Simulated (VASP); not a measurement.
# TePb (Imm2) in VASP: further runs, part 2 of 2

VASP 6.6.1. Earlier steps stand in the parts before.

### 3 Single point, PBEsol

The input, INCAR:

```
ALGO = Normal
EDIFF = 1E-6
ENCUT = 520
GGA = PS
ISIF = 2
ISMEAR = 0
LASPH = True
LCHARG = False
LREAL = False
LWAVE = False
NBANDS = 17
NELM = 60
PREC = Accurate
SIGMA = 0.05
```

The input, KPOINTS:

```
k-points
0
Gamma
  8 8 8
```

The input, POSCAR:

```
TePb
1.0
    0.0000000000      3.2270000000      3.2270000000
    3.2270000000      0.0000000000      3.2270000000
    3.2270000000      3.2270000000      0.0000000000
Te Pb
1 1
Direct
    0.5109561014      0.5000000000      0.5000000000
    0.0000000000      0.0000000000      0.0000000000
```

Potentials or basis: VASP PAW PBE potentials, release 64 (Te, Pb_d).

On the command line:

```bash
$ cat potpaw_PBE.64/Te/POTCAR potpaw_PBE.64/Pb_d/POTCAR > POTCAR
$ mpirun -np 1 vasp_std > vasp.out
```

OUTCAR:

```text
EDIFF = 1E-6
   ENCUT = 520
   GGA = PS
   ISIF = 2
   ISMEAR = 0
   LASPH = True
   LREAL = False
   NELM = 60
   PREC = Accurate

 ion  position               nearest neighbor table
   1  0.511  0.500  0.500-   2 3.19   2 3.19   2 3.23   2 3.23   2 3.26   2 3.26
   2  0.000  0.000  0.000-   1 3.19   1 3.19   1 3.23   1 3.23   1 3.26   1 3.26

  LATTYP: Found a face centered cubic cell.
 ALAT       =     6.4540000000

  Lattice vectors:

 A1 = (   0.0000000000,   3.2270000000,   3.2270000000)
 A2 = (   3.2270000000,   0.0000000000,   3.2270000000)
 A3 = (   3.2270000000,   3.2270000000,   0.0000000000)

Analysis of symmetry for initial positions (statically):
=====================================================================
 Subroutine PRICEL returns:
 Original cell was already a primitive cell.

 Routine SETGRP: Setting up the symmetry group for a
 face centered cubic supercell.

 Subroutine GETGRP returns: Found  4 space group operations
 (whereof  4 operations were pure point group operations)
 out of a pool of 48 trial point group operations.

The static configuration has the point symmetry C_2v.

Analysis of symmetry for dynamics (positions and initial velocities):
=====================================================================
 Subroutine PRICEL returns:
 Original cell was already a primitive cell.

 Routine SETGRP: Setting up the symmetry group for a
 face centered cubic supercell.

 Subroutine GETGRP returns: Found  4 space group operations
 (whereof  4 operations were pure point group operations)
 out of a pool of 48 trial point group operations.

The dynamic configuration has the point symmetry C_2v.

 Subroutine INISYM returns: Found  4 space group operations
 (whereof  4 operations are pure point group operations),
 and found     1 'primitive' translations

----------------------------------------------------------------------------------------

                                     Primitive cell

  volume of cell :      67.2089

  direct lattice vectors                    reciprocal lattice vectors
     0.000000000  3.227000000  3.227000000    -0.154942671  0.154942671  0.154942671
     3.227000000  0.000000000  3.227000000     0.154942671 -0.154942671  0.154942671
     3.227000000  3.227000000  0.000000000     0.154942671  0.154942671 -0.154942671

  length of vectors
     4.563667166  4.563667166  4.563667166     0.268368579  0.268368579  0.268368579

  position of ions in fractional coordinates (direct lattice)
     0.510956101  0.500000000  0.500000000
     0.000000000  0.000000000  0.000000000

  ion indices of the primitive-cell ions
   primitive index   ion index
                 1           1
                 2           2

----------------------------------------------------------------------------------------

 KPOINTS: k-points

Automatic generation of k-mesh.
 Grid dimensions read from file:
 generate k-points for:    8    8    8

 Generating k-lattice:

  Cartesian coordinates                     Fractional coordinates (reciprocal lattice)
    -0.019367834  0.019367834  0.019367834     0.125000000  0.000000000  0.000000000
     0.019367834 -0.019367834  0.019367834     0.000000000  0.125000000  0.000000000
     0.019367834  0.019367834 -0.019367834     0.000000000  0.000000000  0.125000000

  Length of vectors
     0.033546072  0.033546072  0.033546072

  Shift w.r.t. Gamma in fractional coordinates (k-lattice)
     0.000000000  0.000000000  0.000000000

 Subroutine IBZKPT returns following result:
 ===========================================

 Found     95 irreducible k-points:

 Following reciprocal coordinates:
            Coordinates               Weight
  0.000000  0.000000  0.000000      1.000000
  0.125000  0.000000  0.000000      4.000000
  0.000000  0.125000  0.000000      4.000000
  0.250000  0.000000  0.000000      4.000000
  0.000000  0.250000  0.000000      4.000000
  0.375000  0.000000  0.000000      4.000000
[... 16 lines left out ...]
  0.375000 -0.125000 -0.125000      4.000000
 -0.375000  0.125000  0.000000      8.000000
 [... further k-points ...]
   k-points           NKPTS =     95   k-points in BZ     NKDIM =     95   number of bands    NBANDS=     17
   number of dos      NEDOS =    301   number of ions     NIONS =      2
   total plane-waves  NPLWV =  46656
   dimension x,y,z NGX =    36 NGY =   36 NGZ =   36
   dimension x,y,z NGXF=    72 NGYF=   72 NGZF=   72
   ions per type =               1   1
   NGX,Y,Z   is equivalent  to a cutoff of  13.11, 13.11, 13.11 a.u.
   NGXF,Y,Z  is equivalent  to a cutoff of  26.23, 26.23, 26.23 a.u.
 SYSTEM =  unknown system
   PREC   = accura    normal or accurate (medium, high low for compatibility)
   ISTART =      0    job   : 0-new  1-cont  2-samecut
   ICHARG =      2    charge: 1-file 2-atom 10-const
   ISPIN  =      1    spin polarized calculation?
   LNONCOLLINEAR =      F non collinear calculations
   LSORBIT =      F    spin-orbit coupling
   LASPH  =      T    aspherical Exc in radial PAW
   ENCUT  =  520.0 eV  38.22 Ry    6.18 a.u.   8.49  8.49  8.49*2*pi/ulx,y,z
   NELM   =     60;   NELMIN=  2; NELMDL= -5     # of ELM steps
   EDIFF  = 0.1E-05   stopping-criterion for ELM
   LREAL  =      F    real-space projection
   EDIFFG = 0.1E-04   stopping-criterion for IOM
   NSW    =      0    number of steps for IOM
   IBRION =     -1    ionic relax: 0-MD 1-quasi-New 2-CG
   NFREE  =      0    steps in history (QN), initial steepest desc. (CG)
   ISIF   =      2    stress and relaxation
   ISYM   =      2    0-nonsym 1-usesym 2-fastsym
   POTIM  = 0.5000    time-step for ionic-motion
   TEBEG  =    0.0;   TEEND  =   0.0 temperature during run
   PSTRESS=    0.0 pullay stress
   NELECT =      20.0000    total number of electrons
   NUPDOWN=      -1.0000    fix difference up-down
   EMIN   =  10.00;   EMAX   =-10.00  energy-range for DOS
   EFERMI =   0.00;   METHOD = LEGACY
   ISMEAR =     0;   SIGMA  =   0.05  broadening in eV -4-tet -1-fermi 0-gaus
   EFERMI_NEDOS =   21; number of points for ismear=-14 and -15
   IALGO  =     38    algorithm
   IMIX   =      4    mixing-type and parameters
     AMIX     =   0.40;   BMIX     =  1.00
     AMIX_MAG =   1.60;   BMIX_MAG =  1.00
  volume/ion in A,a.u.               =      33.60       226.77
  Fermi-wavevector in a.u.,A,eV,Ry     =   1.092972  2.065418 16.253366  1.194589
  Thomas-Fermi vector in A             =   2.229249
   LORBIT       =      0    0 simple, 1 ext, 2 COOP (PROOUT), +10 PAW based schemes
   GGA     = PS    functional components
   LHFCALC =     F    Hartree Fock is set to
   AEXX    =    0.0000 exact exchange contribution
   IVDW    =     0    specifies the selected vdW correction
   LEPSILON=     F    determine dielectric tensor
   LRPA    =     F    only Hartree local field effects (RPA)
 non-spin polarized calculation
 Gauss-broadening in eV      SIGMA  =   0.05
  energy-cutoff  :      520.00
  volume of cell :       67.21
 maximum number of plane-waves:      1837
 NGX is ok and might be reduce to    36
   NGX = 17   NGY = 17   NGZ = 17

 number of electron      20.0000002 magnetization

 Free energy of the ion-electron system (eV)
  ---------------------------------------------------
  ext. energy  EPLUGINS =         0.00000000
  ---------------------------------------------------
  free energy    TOTEN  =        -8.25827245 eV

  energy without entropy =       -8.25827245  energy(sigma->0) =       -8.25827245

 E-fermi :   5.7342     XC(G=0):  -9.4865

 val. band max:        5.5073145072   @ k =   0.0000   0.5000   0.0000
 cond. band min:       6.1724269331   @ k =   0.0000   0.5000   0.0000
 fundamental gap:      0.6651124259
 Fermi energy:         5.7341523156

 k-point     1 :       0.0000    0.0000    0.0000
  band No.  band energies     occupation
      1     -11.1247      2.00000
      2     -11.1247      2.00000
      3     -11.1135      2.00000
      4     -11.1134      2.00000
      5     -11.1133      2.00000
      6      -6.5592      2.00000
[... 9 lines left out ...]
     16      11.2709      0.00000
     17      12.7289      0.00000

 k-point     2 :       0.1250    0.0000    0.0000
  band No.  band energies     occupation
      1     -11.1266      2.00000
      2     -11.1266      2.00000
      3     -11.1130      2.00000
      4     -11.1111      2.00000
      5     -11.1111      2.00000
      6      -6.4243      2.00000
[... 9 lines left out ...]
     16      11.5599      0.00000
     17      13.8226      0.00000
[... 421 lines left out ...]
 k-point    24 :      -0.3750    0.1250    0.0000
  band No.  band energies     occupation
      1     -11.1425      2.00000
      2     -11.1380      2.00000
      3     -11.1094      2.00000
      4     -11.0976      2.00000
      5     -11.0972      2.00000
      6      -5.2120      2.00000
[... 9 lines left out ...]
     16      14.3848      0.00000
     17      15.6531      0.00000

 [... further k-points ...]
[... 5 lines left out ...]
  --------------------------------------------------------------------------------------
  -------------------------------------------------------------------------------------
  Total       -0.1098777     -0.0901421     -0.0901421      0.0000000      0.0045312      0.0000000
  in kB       -2.6193481     -2.1488766     -2.1488766      0.0000000      0.1080173      0.0000000
  external PRESSURE =      -2.3057004 kB  Pullay stress =       0.0000000 kB

 VOLUME and BASIS-vectors are now :
 -----------------------------------------------------------------------------
  energy-cutoff  :      520.00
  volume of cell :       67.21
      direct lattice vectors                 reciprocal lattice vectors
     0.000000000  3.227000000  3.227000000    -0.154942671  0.154942671  0.154942671
     3.227000000  0.000000000  3.227000000     0.154942671 -0.154942671  0.154942671
     3.227000000  3.227000000  0.000000000     0.154942671  0.154942671 -0.154942671

 POSITION                                       TOTAL-FORCE (eV/Angst)
 -----------------------------------------------------------------------------------
      3.22700      3.26236      3.26236        -0.000000     -0.017128     -0.017128
      0.00000      0.00000      0.00000         0.000000      0.017128      0.017128
 -----------------------------------------------------------------------------------
    total drift:                                0.000000      0.000040      0.000040

  FREE ENERGIE OF THE ION-ELECTRON SYSTEM (eV)
  ---------------------------------------------------
  free  energy   TOTEN  =        -8.2582724459 eV

  energy  without entropy=       -8.2582724459  energy(sigma->0) =       -8.25827245
```

Wall time 1.7 min (1 thread of Intel Xeon Platinum 8259CL at 2.50GHz (Skylake/Cascade Lake), shared host); peak memory 0.27 GiB.

Results:

| Quantity | Value |
| --- | --- |
| Free energy | -8.2583 eV |
| Pressure | -0.2 GPa |
| Largest force | 0.024 eV/Å |
| Band gap on the k mesh | 0.67 eV |

Forces on the atoms (eV/Å):
```
Te   0.000 -0.017 -0.017
Pb   0.000  0.017  0.017
```

Levels at points of the mesh, in eV from the valence-band top:
```tsv
k point	band 8	band 9	band 10	band 11	band 12	band 13
(0.00, 0.00, 0.00)	-1.35	-1.35	-1.35	4.05	4.05	4.07
(0.50, 0.00, 0.00)	-0.89	-0.88	-0.01	0.67	1.24	1.25
(0.00, 0.50, 0.00)	-0.89	-0.89	0.00	0.67	1.25	1.25
(0.50, 0.50, 0.00)	-4.55	-2.82	-2.82	3.19	5.48	5.48
(0.00, 0.50, 0.50)	-4.55	-2.83	-2.82	3.18	5.48	5.49
```

Caveat: the PAW data sets were made with another functional, which shifts forces and pressure a little; spin-orbit coupling is left out, which moves the levels of the heavy elements. A k mesh can miss the band edges.

### 4 Single point, PBEsol

The input, INCAR:

```
SYSTEM = TePb
ALGO = Normal
EDIFF = 1E-7
ENCUT = 520
GGA = PS
ISIF = 2
ISMEAR = 0
LASPH = .True.
LCHARG = .False.
LREAL = .False.
LWAVE = .False.
NBANDS = 17
NELM = 60
PREC = Accurate
SIGMA = 0.05
```

The input, KPOINTS:

```
k-points
0
Gamma
  8 8 8
  0 0 0
```

Edit POSCAR of step 3 so:

```diff
@@ -8,3 +8,3 @@
 Direct
-    0.5109561014      0.5000000000      0.5000000000
+    0.4808268226      0.5000000000      0.5000000000
     0.0000000000      0.0000000000      0.0000000000
```

On the command line:

```bash
$ cat potpaw_PBE.64/Te/POTCAR potpaw_PBE.64/Pb_d/POTCAR > POTCAR
$ mpirun -np 1 vasp_std > vasp.out
```

Wall time 2.1 min (1 thread of Intel Xeon Platinum 8259CL at 2.50GHz (Skylake/Cascade Lake), shared host); peak memory 0.27 GiB.

The run converged. Its results:

| Item | Value |
| --- | --- |
| Free energy | -8.2569 eV |
| Pressure | -0.2 GPa |
| Largest force | 0.048 eV/Å |
| Band gap on the k mesh | 0.67 eV |

Forces in eV/Å, atoms in the order of the input:
```
Te   0.000  0.034  0.034
Pb   0.000 -0.034 -0.034
```

Stress tensor (GPa, compression positive):
```
-0.25  0.00  0.00
 0.00 -0.11  0.03
 0.00  0.03 -0.11
```

Levels at points of the mesh, in eV from the valence-band top:
```tsv
k point	band 6	band 7	band 8	band 9	band 10	band 11	band 12	band 13	band 14	band 15
(0.00, 0.00, 0.00)	-12.07	-5.60	-1.36	-1.34	-1.34	4.02	4.03	4.07	5.75	5.79
(0.50, 0.00, 0.00)	-10.63	-8.60	-0.91	-0.89	-0.04	0.70	1.24	1.27	8.25	9.24
(0.00, 0.50, 0.00)	-10.62	-8.63	-0.91	-0.90	0.00	0.67	1.27	1.27	8.28	9.20
(0.50, 0.50, 0.00)	-10.36	-7.33	-4.53	-2.82	-2.82	3.17	5.49	5.50	6.71	10.13
(0.00, 0.50, 0.50)	-10.37	-7.31	-4.55	-2.83	-2.81	3.15	5.49	5.53	6.70	10.13
```

Caveat: the cell differs from its parent crystal (all Te atoms moved +0.087 Å, as atom 1 towards its neighbour atom 1 (Te) at 4.564 Å); the PAW data sets were made with another functional, which shifts forces and pressure a little; spin-orbit coupling is left out, which moves the levels of the heavy elements. A k mesh can miss the band edges.

### 5 Single point, PBEsol

The input, INCAR:

```
ALGO = Normal
EDIFF = 1E-6
ENCUT = 520
GGA = PS
ISIF = 2
ISMEAR = 0
LASPH = True
LCHARG = False
LREAL = False
LWAVE = False
NBANDS = 17
NELM = 100
PREC = Accurate
SIGMA = 0.05
```

The input, KPOINTS:

```
k-points
0
Gamma
  8 8 8
```

Edit POSCAR of step 4 so:

```diff
@@ -8,3 +8,3 @@
 Direct
-    0.4808268226      0.5000000000      0.5000000000
+    0.4863048733      0.5000000000      0.5000000000
     0.0000000000      0.0000000000      0.0000000000
```

Potentials or basis: VASP PAW PBE potentials, release 64 (Te, Pb_d).

On the command line:

```bash
$ cat potpaw_PBE.64/Te/POTCAR potpaw_PBE.64/Pb_d/POTCAR > POTCAR
$ mpirun -np 1 vasp_std > vasp.out
```

OUTCAR:

```text
EDIFF = 1E-6
   ENCUT = 520
   GGA = PS
   ISIF = 2
   ISMEAR = 0
   LASPH = True
   LREAL = False
   NELM = 100
   PREC = Accurate

 ion  position               nearest neighbor table
   1  0.486  0.500  0.500-   2 3.18   2 3.18   2 3.23   2 3.23   2 3.27   2 3.27
   2  0.000  0.000  0.000-   1 3.18   1 3.18   1 3.23   1 3.23   1 3.27   1 3.27

  LATTYP: Found a face centered cubic cell.
 ALAT       =     6.4540000000

  Lattice vectors:

 A1 = (   0.0000000000,   3.2270000000,   3.2270000000)
 A2 = (   3.2270000000,   0.0000000000,   3.2270000000)
 A3 = (   3.2270000000,   3.2270000000,   0.0000000000)

Analysis of symmetry for initial positions (statically):
=====================================================================
 Subroutine PRICEL returns:
 Original cell was already a primitive cell.

 Routine SETGRP: Setting up the symmetry group for a
 face centered cubic supercell.

 Subroutine GETGRP returns: Found  4 space group operations
 (whereof  4 operations were pure point group operations)
 out of a pool of 48 trial point group operations.

[... 156 lines left out ...]
  ---------------------------------------------------
  ext. energy  EPLUGINS =         0.00000000
  ---------------------------------------------------
  free energy    TOTEN  =        -8.25792713 eV

  energy without entropy =       -8.25792713  energy(sigma->0) =       -8.25792713

 E-fermi :   5.7562     XC(G=0):  -9.4862

 val. band max:        5.5071454933   @ k =   0.0000   0.5000   0.0000
 cond. band min:       6.1745882385   @ k =   0.0000   0.5000   0.0000
 fundamental gap:      0.6674427452
 Fermi energy:         5.7562176879

 k-point     1 :       0.0000    0.0000    0.0000
  band No.  band energies     occupation
      1     -11.1238      2.00000
      2     -11.1237      2.00000
      3     -11.1125      2.00000
      4     -11.1123      2.00000
      5     -11.1121      2.00000
      6      -6.5606      2.00000
[... 457 lines left out ...]
      4     -11.0965      2.00000
      5     -11.0961      2.00000
      6      -5.2148      2.00000
[... 9 lines left out ...]
     16      14.3858      0.00000
     17      15.6529      0.00000

 [... further k-points ...]
[... 5 lines left out ...]
  --------------------------------------------------------------------------------------
  -------------------------------------------------------------------------------------
  Total       -0.1103233     -0.0794933     -0.0794933      0.0000000      0.0070146      0.0000000
  in kB       -2.6299708     -1.8950225     -1.8950225      0.0000000      0.1672205      0.0000000
  external PRESSURE =      -2.1400052 kB  Pullay stress =       0.0000000 kB

 VOLUME and BASIS-vectors are now :
 -----------------------------------------------------------------------------
  energy-cutoff  :      520.00
  volume of cell :       67.21
      direct lattice vectors                 reciprocal lattice vectors
     0.000000000  3.227000000  3.227000000    -0.154942671  0.154942671  0.154942671
     3.227000000  0.000000000  3.227000000     0.154942671 -0.154942671  0.154942671
     3.227000000  3.227000000  0.000000000     0.154942671  0.154942671 -0.154942671

 POSITION                                       TOTAL-FORCE (eV/Angst)
 -----------------------------------------------------------------------------------
      3.22700      3.18281      3.18281         0.000000      0.022237      0.022237
      0.00000      0.00000      0.00000        -0.000000     -0.022237     -0.022237
 -----------------------------------------------------------------------------------
    total drift:                               -0.000000     -0.000053     -0.000053

  FREE ENERGIE OF THE ION-ELECTRON SYSTEM (eV)
  ---------------------------------------------------
  free  energy   TOTEN  =        -8.2579271300 eV

  energy  without entropy=       -8.2579271300  energy(sigma->0) =       -8.25792713
```

It took 2.6 min on 1 thread of Intel Xeon Platinum 8259CL at 2.50GHz (Skylake/Cascade Lake), shared host; peak memory 0.28 GiB.

Results:

* Free energy: -8.2579 eV
* Pressure: -0.2 GPa
* Largest force: 0.031 eV/Å
* Band gap on the k mesh: 0.67 eV

Forces on the atoms (eV/Å):
```
Te   0.000  0.022  0.022
Pb   0.000 -0.022 -0.022
```

Caveat: the cell differs from its parent crystal (all Te atoms moved +0.062 Å, as atom 1 towards its neighbour atom 1 (Te) at 4.564 Å); the PAW data sets were made with another functional, which shifts forces and pressure a little; spin-orbit coupling is left out, which moves the levels of the heavy elements.

### 6 Overview

| cell | gap on the mesh (eV) | pressure (GPa) | largest force (eV/Å) |
| --- | --- | --- | --- |
| as given, atomic positions A | 0.67 | -0.2 | 0.04 |
| as given, atomic positions B | 0.67 | -0.2 | 0.02 |
| as given, atomic positions C | 0.67 | -0.2 | 0.05 |
| as given, atomic positions D | 0.67 | -0.2 | 0.03 |

Alike in all rows: task single point; level PBEsol; potentials or basis VASP PAW PBE potentials, release 64 (Te, Pb_d); no spin polarisation; k mesh 8 × 8 × 8; cutoff (eV) 520; smearing gaussian 0.05 eV.

Caveats: the PAW data sets were made with another functional, which shifts forces and pressure a little; spin-orbit coupling is left out, which moves the levels of the heavy elements.

Absolute energies hang on the potentials; compare differences alone.
